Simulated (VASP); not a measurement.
Wanted: the native input for a VASP 6.6.1 run.

```
Task                   : single point
Functional             : PBEsol
Potentials or basis    : VASP PAW PBE potentials, release 64 (Ni)
Cutoff                 : 520 eV
k mesh                 : 13 × 13 × 7
Occupations            : fermi-dirac, width 0.1 eV
Spin                   : collinear spin, ferromagnetic start
Starting moments       : [2.0, 2.0] μB
Dipole correction      : no
Further INCAR settings : ALGO = Normal; EDIFF = 1e-06; NBANDS = 21
```

The structure of Ni lies in POSCAR:

```
Ni
1.0
    2.4480230000      0.0000000000      0.0000000000
   -1.2240115000      2.1200501070      0.0000000000
    0.0000000000      0.0000000000      4.0728080000
Ni
2
Direct
    0.3333333333      0.6666666667      0.2500000000
    0.6666666667      0.3333333333      0.7500000000
```

This isn't the form of Ni at room conditions, which is fcc.

One way to write it, as run:

INCAR

```
PREC     = Accurate       # precision mode
ENCUT    = 520            # plane-wave cutoff, eV
EDIFF    = 1E-6           # SCF threshold, eV
ISMEAR   = -1             # smearing method
SIGMA    = 0.1            # smearing width, eV
LREAL    = False          # projectors in reciprocal space
LASPH    = True           # aspherical terms in the spheres
NELM     = 150            # most SCF steps
ALGO     = Normal         # electronic algorithm
ISIF     = 2              # what is computed and relaxed
LWAVE    = False          # write WAVECAR
LCHARG   = False          # write CHGCAR
ISPIN    = 2              # spin polarisation
MAGMOM   = 2 2            # initial moments
LORBIT   = 11             # projections on sites
LMAXMIX  = 4              # l up to which the mixer works
GGA      = PS             # functional
NBANDS   = 21             # bands
```

KPOINTS

```
regular mesh
0
Gamma
  13 13 7
```

Potentials or basis: VASP PAW PBE potentials, release 64 (Ni).

Run with:

```sh
$ cat potpaw_PBE.64/Ni/POTCAR > POTCAR
$ mpirun -np 1 vasp_std > vasp.out
```

It gave:

| Quantity | Value |
| --- | --- |
| Pressure | -3.0 GPa |
| Net moment | 1.22 μB per cell |
| Site moments | Ni +0.62 μB |
| Valence electrons inside the program's atomic spheres | Ni 9.37 |

Caveat: the PAW data sets were made with another functional, which shifts forces and pressure a little.

Run time: 54 s on 1 thread of AMD EPYC 7R13 (shared host), peak memory 0.14 GiB.
